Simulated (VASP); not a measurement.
# KBr in VASP: settings compared

The runs below take KBr through single point, with r2SCAN, PBE.

All numbers are computed with VASP 6.6.1; they aren't measurements. Logs are shortened: lines on timing, memory, paths and dates and some standing lists are left out, and cuts for length are marked.

### 1 The cell of the first run

Symmetry: Pm-3m, No. 221, cubic system. The conventional cell has a = 3.976 Å, b = 3.976 Å, c = 3.976 Å, α = 90.00°, β = 90.00°, γ = 90.00°. K (site symmetry m-3m) has 8 Br at 3.44 Å and 6 K at 3.98 Å within 4.5 Å. Br (site symmetry m-3m) has 8 K at 3.44 Å and 6 Br at 3.98 Å within 4.5 Å.

### 2 Single point, r2SCAN

File POSCAR:

```
KBr
1.0
    3.9758690661      0.0000000000      0.0000000000
    0.0000000000      3.9758690661      0.0000000000
    0.0000000000      0.0000000000      3.9758690661
K Br
1 1
Direct
    0.0000000000      0.0000000000      0.0000000000
    0.5000000000      0.5000000000      0.5000000000
```

File INCAR.step1:

```
PREC     = Accurate       # precision mode
ENCUT    = 520            # plane-wave cutoff, eV
ISMEAR   = 0              # smearing method
SIGMA    = 0.01           # smearing width, eV
LREAL    = False          # projectors in reciprocal space
LASPH    = True           # aspherical terms in the spheres
NELM     = 80             # most SCF steps
NBANDS   = 15             # bands
GGA      = PE             # functional
ALGO     = Normal         # electronic algorithm
EDIFF    = 1E-4           # SCF threshold, eV
LWAVE    = True           # write WAVECAR
LCHARG   = False          # write CHGCAR
```

File INCAR.step2:

```
PREC     = Accurate       # precision mode
ENCUT    = 520            # plane-wave cutoff, eV
EDIFF    = 1E-6           # SCF threshold, eV
ISMEAR   = 0              # smearing method
SIGMA    = 0.01           # smearing width, eV
LREAL    = False          # projectors in reciprocal space
LASPH    = True           # aspherical terms in the spheres
NELM     = 80             # most SCF steps
ALGO     = Normal         # electronic algorithm
ISIF     = 2              # what is computed and relaxed
LWAVE    = False          # write WAVECAR
LCHARG   = True           # write CHGCAR
METAGGA  = R2SCAN         # meta-GGA
LMIXTAU  = True         
LELF     = True           # ELF
LVHAR    = True         
NBANDS   = 15             # bands
ISTART   = 1
```

File KPOINTS:

```
regular mesh
0
Gamma
  6 6 6
```

Potentials or basis: VASP PAW PBE potentials, release 64 (K_sv, Br).

On the command line:

```sh
$ cat potpaw_PBE.64/K_sv/POTCAR potpaw_PBE.64/Br/POTCAR > POTCAR
$ cp INCAR.step1 INCAR
$ mpirun -np 1 vasp_std > vasp.out
$ cp INCAR.step2 INCAR
$ mpirun -np 1 vasp_std > vasp.out
```

OUTCAR:

```text
PREC = Accurate
   ENCUT = 520
   EDIFF = 1E-6
   ISMEAR = 0
   LREAL = False
   LASPH = True
   NELM = 80
   ISIF = 2
   METAGGA = R2SCAN
   ISTART = 1

 ion  position               nearest neighbor table
   1  0.000  0.000  0.000-
   2  0.500  0.500  0.500-

  LATTYP: Found a simple cubic cell.
 ALAT       =     3.9758690661

  Lattice vectors:

 A1 = (   3.9758690661,   0.0000000000,   0.0000000000)
 A2 = (   0.0000000000,   3.9758690661,   0.0000000000)
 A3 = (   0.0000000000,   0.0000000000,   3.9758690661)

Analysis of symmetry for initial positions (statically):
=====================================================================
 Subroutine PRICEL returns:
 Original cell was already a primitive cell.

 Routine SETGRP: Setting up the symmetry group for a
 simple cubic supercell.

 Subroutine GETGRP returns: Found 48 space group operations
 (whereof 48 operations were pure point group operations)
 out of a pool of 48 trial point group operations.

The static configuration has the point symmetry O_h .

Analysis of symmetry for dynamics (positions and initial velocities):
=====================================================================
 Subroutine PRICEL returns:
 Original cell was already a primitive cell.

 Routine SETGRP: Setting up the symmetry group for a
 simple cubic supercell.

 Subroutine GETGRP returns: Found 48 space group operations
 (whereof 48 operations were pure point group operations)
 out of a pool of 48 trial point group operations.

The dynamic configuration has the point symmetry O_h .

 Subroutine INISYM returns: Found 48 space group operations
 (whereof 48 operations are pure point group operations),
 and found     1 'primitive' translations

----------------------------------------------------------------------------------------

                                     Primitive cell

  volume of cell :      62.8487

  direct lattice vectors                    reciprocal lattice vectors
     3.975869066  0.000000000  0.000000000     0.251517337  0.000000000  0.000000000
     0.000000000  3.975869066  0.000000000     0.000000000  0.251517337  0.000000000
     0.000000000  0.000000000  3.975869066     0.000000000  0.000000000  0.251517337

  length of vectors
     3.975869066  3.975869066  3.975869066     0.251517337  0.251517337  0.251517337

  position of ions in fractional coordinates (direct lattice)
     0.000000000  0.000000000  0.000000000
     0.500000000  0.500000000  0.500000000

  ion indices of the primitive-cell ions
   primitive index   ion index
                 1           1
                 2           2

----------------------------------------------------------------------------------------

 KPOINTS: regular mesh

Automatic generation of k-mesh.
 Grid dimensions read from file:
 generate k-points for:    6    6    6

 Generating k-lattice:

  Cartesian coordinates                     Fractional coordinates (reciprocal lattice)
     0.041919556  0.000000000  0.000000000     0.166666667  0.000000000  0.000000000
     0.000000000  0.041919556  0.000000000     0.000000000  0.166666667  0.000000000
     0.000000000  0.000000000  0.041919556     0.000000000  0.000000000  0.166666667

  Length of vectors
     0.041919556  0.041919556  0.041919556

  Shift w.r.t. Gamma in fractional coordinates (k-lattice)
     0.000000000  0.000000000  0.000000000

 Subroutine IBZKPT returns following result:
 ===========================================

 Found     20 irreducible k-points:

 Following reciprocal coordinates:
            Coordinates               Weight
  0.000000  0.000000  0.000000      1.000000
  0.166667  0.000000  0.000000      6.000000
  0.333333  0.000000  0.000000      6.000000
  0.500000  0.000000  0.000000      3.000000
  0.166667  0.166667  0.000000     12.000000
  0.333333  0.166667  0.000000     24.000000
[... 12 lines left out ...]
  0.500000  0.500000  0.333333      6.000000
  0.500000  0.500000  0.500000      1.000000
   k-points           NKPTS =     20   k-points in BZ     NKDIM =     20   number of bands    NBANDS=     15
   number of dos      NEDOS =    301   number of ions     NIONS =      2
   total plane-waves  NPLWV =  27000
   dimension x,y,z NGX =    30 NGY =   30 NGZ =   30
   dimension x,y,z NGXF=    60 NGYF=   60 NGZF=   60
   ions per type =               1   1
   NGX,Y,Z   is equivalent  to a cutoff of  12.54, 12.54, 12.54 a.u.
   NGXF,Y,Z  is equivalent  to a cutoff of  25.09, 25.09, 25.09 a.u.
 SYSTEM =  unknown system
   PREC   = accura    normal or accurate (medium, high low for compatibility)
   ISTART =      1    job   : 0-new  1-cont  2-samecut
   ICHARG =      0    charge: 1-file 2-atom 10-const
   ISPIN  =      1    spin polarized calculation?
   LNONCOLLINEAR =      F non collinear calculations
   LSORBIT =      F    spin-orbit coupling
   LASPH  =      T    aspherical Exc in radial PAW
   ENCUT  =  520.0 eV  38.22 Ry    6.18 a.u.   7.39  7.39  7.39*2*pi/ulx,y,z
   NELM   =     80;   NELMIN=  2; NELMDL=  0     # of ELM steps
   EDIFF  = 0.1E-05   stopping-criterion for ELM
   LREAL  =      F    real-space projection
   EDIFFG = 0.1E-04   stopping-criterion for IOM
   NSW    =      0    number of steps for IOM
   IBRION =     -1    ionic relax: 0-MD 1-quasi-New 2-CG
   NFREE  =      0    steps in history (QN), initial steepest desc. (CG)
   ISIF   =      2    stress and relaxation
   ISYM   =      2    0-nonsym 1-usesym 2-fastsym
   POTIM  = 0.5000    time-step for ionic-motion
   TEBEG  =    0.0;   TEEND  =   0.0 temperature during run
   PSTRESS=    0.0 pullay stress
   NELECT =      16.0000    total number of electrons
   NUPDOWN=      -1.0000    fix difference up-down
   EMIN   =  10.00;   EMAX   =-10.00  energy-range for DOS
   EFERMI =   0.00;   METHOD = LEGACY
   ISMEAR =     0;   SIGMA  =   0.01  broadening in eV -4-tet -1-fermi 0-gaus
   EFERMI_NEDOS =   21; number of points for ismear=-14 and -15
   IALGO  =     38    algorithm
   IMIX   =      4    mixing-type and parameters
     AMIX     =   0.40;   BMIX     =  1.00
     AMIX_MAG =   1.60;   BMIX_MAG =  1.00
  volume/ion in A,a.u.               =      31.42       212.06
  Fermi-wavevector in a.u.,A,eV,Ry     =   1.037567  1.960717 14.647283  1.076545
  Thomas-Fermi vector in A             =   2.172011
   LORBIT       =      0    0 simple, 1 ext, 2 COOP (PROOUT), +10 PAW based schemes
   METAGGA = R2SCAN    functional components
   LHFCALC =     F    Hartree Fock is set to
   AEXX    =    0.0000 exact exchange contribution
   IVDW    =     0    specifies the selected vdW correction
   LEPSILON=     F    determine dielectric tensor
   LRPA    =     F    only Hartree local field effects (RPA)
 non-spin polarized calculation
 Gauss-broadening in eV      SIGMA  =   0.01
  energy-cutoff  :      520.00
  volume of cell :       62.85
 maximum number of plane-waves:      1743
 NGX is ok and might be reduce to    30
   NGX = 15   NGY = 15   NGZ = 15

 number of electron      15.9999996 magnetization

 Free energy of the ion-electron system (eV)
  ---------------------------------------------------
  ext. energy  EPLUGINS =         0.00000000
  ---------------------------------------------------
  free energy    TOTEN  =       -23.14366854 eV

  energy without entropy =      -23.14366854  energy(sigma->0) =      -23.14366854

 E-fermi :  -0.7337     XC(G=0):  -8.4224

 val. band max:       -0.8894708765   @ k =   0.5000   0.5000   0.0000
 cond. band min:       3.8826718369   @ k =   0.0000   0.0000   0.0000
 fundamental gap:      4.7721427134
 Fermi energy:        -0.7336944865

 k-point     1 :       0.0000    0.0000    0.0000
  band No.  band energies     occupation
      1     -30.6349      2.00000
      2     -14.2178      2.00000
      3     -13.2865      2.00000
      4     -13.2865      2.00000
      5     -13.2865      2.00000
      6      -1.1694      2.00000
      7      -1.1694      2.00000
      8      -1.1694      2.00000
      9       3.8827      0.00000
     10       5.4603      0.00000
     11       5.4603      0.00000
     12       9.6661      0.00000
     13       9.6661      0.00000
     14       9.6661      0.00000
     15      12.3729      0.00000

 k-point     2 :       0.1667    0.0000    0.0000
  band No.  band energies     occupation
      1     -30.6318      2.00000
      2     -14.2611      2.00000
      3     -13.2807      2.00000
      4     -13.2807      2.00000
      5     -13.2342      2.00000
      6      -1.7400      2.00000
      7      -1.1631      2.00000
      8      -1.1631      2.00000
      9       4.5161      0.00000
     10       5.6863      0.00000
     11       6.0910      0.00000
     12       9.5853      0.00000
     13       9.5853      0.00000
     14       9.7938      0.00000
     15      11.3532      0.00000

 k-point     3 :       0.3333    0.0000    0.0000
  band No.  band energies     occupation
      1     -30.6257      2.00000
      2     -14.3443      2.00000
      3     -13.2692      2.00000
      4     -13.2692      2.00000
      5     -13.1289      2.00000
      6      -2.6163      2.00000
      7      -1.1513      2.00000
      8      -1.1513      2.00000
      9       5.7110      0.00000
     10       6.3158      0.00000
     11       7.3505      0.00000
     12       9.5777      0.00000
     13       9.5777      0.00000
     14       9.6753      0.00000
     15      10.0906      0.00000

 k-point     4 :       0.5000    0.0000    0.0000
  band No.  band energies     occupation
      1     -30.6227      2.00000
      2     -14.3845      2.00000
      3     -13.2634      2.00000
      4     -13.2634      2.00000
      5     -13.0752      2.00000
      6      -2.9812      2.00000
      7      -1.1457      2.00000
      8      -1.1457      2.00000
      9       6.5156      0.00000
     10       6.8860      0.00000
     11       7.7841      0.00000
     12       8.7051      0.00000
     13       9.7354      0.00000
     14       9.7354      0.00000
     15      10.2688      0.00000
[... 235 lines left out ...]
 k-point    18 :       0.5000    0.3333    0.3333
  band No.  band energies     occupation
      1     -30.6060      2.00000
      2     -13.8968      2.00000
      3     -13.3828      2.00000
      4     -13.3771      2.00000
      5     -13.3734      2.00000
      6      -2.4630      2.00000
      7      -2.1718      2.00000
      8      -2.0744      2.00000
      9       6.5132      0.00000
     10       7.0474      0.00000
     11       7.4913      0.00000
     12       8.8662      0.00000
     13       9.2954      0.00000
     14       9.5871      0.00000
     15      11.2603      0.00000

 k-point    19 :       0.5000    0.5000    0.3333
  band No.  band energies     occupation
      1     -30.6032      2.00000
      2     -13.8127      2.00000
      3     -13.4196      2.00000
      4     -13.4196      2.00000
      5     -13.3695      2.00000
      6      -2.4353      2.00000
      7      -2.4353      2.00000
      8      -2.1231      2.00000
      9       6.4703      0.00000
     10       7.3825      0.00000
     11       7.3825      0.00000
     12       8.7948      0.00000
     13       9.7707      0.00000
     14       9.7707      0.00000
     15      11.2035      0.00000

 k-point    20 :       0.5000    0.5000    0.5000
  band No.  band energies     occupation
      1     -30.6005      2.00000
      2     -13.7737      2.00000
      3     -13.4097      2.00000
      4     -13.4097      2.00000
      5     -13.4097      2.00000
      6      -2.4504      2.00000
      7      -2.4504      2.00000
      8      -2.4504      2.00000
      9       7.2572      0.00000
     10       7.2572      0.00000
     11       7.2572      0.00000
     12       9.5262      0.00000
     13       9.5262      0.00000
     14       9.5262      0.00000
     15      11.2215      0.00000

------------------------ aborting loop because EDIFF is reached ----------------------------------------

  FORCE on cell =-STRESS in cart. coord.  units (eV):
  Direction    XX          YY          ZZ          XY          YZ          ZX
  --------------------------------------------------------------------------------------
  -------------------------------------------------------------------------------------
  Total       -0.0031940     -0.0031940     -0.0031940      0.0000000      0.0000000     -0.0000000
  in kB       -0.0814225     -0.0814225     -0.0814225      0.0000000      0.0000000     -0.0000000
  external PRESSURE =      -0.0814225 kB  Pullay stress =       0.0000000 kB

 VOLUME and BASIS-vectors are now :
 -----------------------------------------------------------------------------
  energy-cutoff  :      520.00
  volume of cell :       62.85
      direct lattice vectors                 reciprocal lattice vectors
     3.975869066  0.000000000  0.000000000     0.251517337  0.000000000  0.000000000
     0.000000000  3.975869066  0.000000000     0.000000000  0.251517337  0.000000000
     0.000000000  0.000000000  3.975869066     0.000000000  0.000000000  0.251517337

 POSITION                                       TOTAL-FORCE (eV/Angst)
 -----------------------------------------------------------------------------------
      0.00000      0.00000      0.00000         0.000000      0.000000      0.000000
      1.98793      1.98793      1.98793         0.000000      0.000000      0.000000
 -----------------------------------------------------------------------------------
    total drift:                                0.000000      0.000000     -0.000000

  FREE ENERGIE OF THE ION-ELECTRON SYSTEM (eV)
  ---------------------------------------------------
  free  energy   TOTEN  =       -23.1436685413 eV

  energy  without entropy=      -23.1436685413  energy(sigma->0) =      -23.14366854
```

It took 64 s on 1 thread of Intel Xeon Platinum 8488C (Sapphire Rapids), shared host; peak memory 0.17 GiB.

What came out:

```
Free energy            : -23.1437 eV
Pressure               : 0.0 GPa
Band gap on the k mesh : 4.77 eV, indirect (least direct gap 5.05 eV)
```

Levels at points of the mesh, in eV from the valence-band top:
```tsv
k point	band 4	band 5	band 6	band 7	band 8	band 9	band 10	band 11	band 12	band 13
(0.00, 0.00, 0.00)	-12.40	-12.40	-0.28	-0.28	-0.28	4.77	6.35	6.35	10.56	10.56
(0.50, 0.00, 0.00)	-12.37	-12.19	-2.09	-0.26	-0.26	7.41	7.78	8.67	9.59	10.62
(0.50, 0.50, 0.00)	-12.56	-12.36	-1.50	-1.50	0.00	5.84	7.27	8.79	8.79	11.46
(0.50, 0.50, 0.50)	-12.52	-12.52	-1.56	-1.56	-1.56	8.15	8.15	8.15	10.42	10.42
```

Caveat: the PAW data sets were made with another functional, which shifts forces and pressure a little. r2SCAN opens gaps a little over a GGA but as a rule still falls short of measured ones.

(Part 1 of 2 ends here.)
